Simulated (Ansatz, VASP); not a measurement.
## One calculation of Ag2Pd, two programs

Contents of INCAR:

```
SYSTEM = Ag2Pd
PREC = Accurate
ENCUT = 600
EDIFF = 1E-6
ISMEAR = 0
SIGMA = 0.1
LREAL = .FALSE.
LASPH = .TRUE.
NELM = 100
ALGO = Fast
ISIF = 3
LWAVE = .FALSE.
LCHARG = .FALSE.
GGA = PE
IBRION = 2
NSW = 100
EDIFFG = -0.01
```

KPOINTS

```
regular mesh
0
G
  8 8 8
  0 0 0
```

POSCAR

```
Ag2Pd
1.0
    5.6647006240      0.0000000000      0.0000000000
    0.0000000000      5.6647006240      0.0000000000
    0.0000000000      0.0000000000      4.5001226921
Ag Pd
4 2
Direct
    0.3247959878      0.3247959878      0.0000000000
    0.1752040122      0.8247959878      0.5000000000
    0.6752040122      0.6752040122      0.0000000000
    0.8247959878      0.1752040122      0.5000000000
    0.0000000000      0.0000000000      0.0000000000
    0.5000000000      0.5000000000      0.5000000000
```

Input for Ansatz:

```yaml
crystal:
  lattice:
    - [5.664700624, 0.0, 0.0]
    - [0.0, 5.664700624, 0.0]
    - [0.0, 0.0, 4.5001226921]
  atoms:
    - { symbol: Ag, position: [0.3247959878, 0.3247959878, 0.0] }
    - { symbol: Ag, position: [0.1752040122, 0.8247959878, 0.5] }
    - { symbol: Ag, position: [0.6752040122, 0.6752040122, 0.0] }
    - { symbol: Ag, position: [0.8247959878, 0.1752040122, 0.5] }
    - { symbol: Pd, position: [0.0, 0.0, 0.0] }
    - { symbol: Pd, position: [0.5, 0.5, 0.5] }
basis:
  ecutwfc: 420
kpoints:
  mp_grid: { grid: [8, 8, 8] }
hamiltonian:
  xc: pbe
scf:
  occupations: { method: gaussian, width: 0.1 }
output:
  forces: true
  stress: true
  eigenvalues: true
relax:
  adjacent_minimum: "off"
  f_tol: 0.01
  max_steps: 80
  cell: { stress_tol: 0.05 }
```

Alike in both runs: task relaxation of cell and atoms; functional PBE; k mesh 8 × 8 × 8; occupations gaussian, width 0.1 eV; no spin polarisation.

|  | VASP | Ansatz |
| --- | --- | --- |
| version | VASP 6.6.1 | Ansatz 0.2.0 |
| potentials or method | VASP PAW PBE potentials, release 64 (Ag, Pd), cutoff 600 eV | scalar-relativistic, plane waves, PAW |
| valence electrons in the cell | 64 | 112 |

|  | VASP | Ansatz | Ansatz less VASP |
| --- | --- | --- | --- |
| gap on the k mesh at the Fermi level, each at its own relaxed structure (eV) | none | none | - |
| relaxed volume (Å³/atom) | 24.03 | 24.07 | +0.039 |
| relaxed length of the cell vector where the two differ most in proportion (Å) | 4.499 | 4.503 | +0.0041 |

A gap of «none» marks a metal or a gap that the smearing closes. VASP's potentials hold 64 valence electrons a cell and Ansatz's 112, so a difference there can come from the potentials and not from the codes.
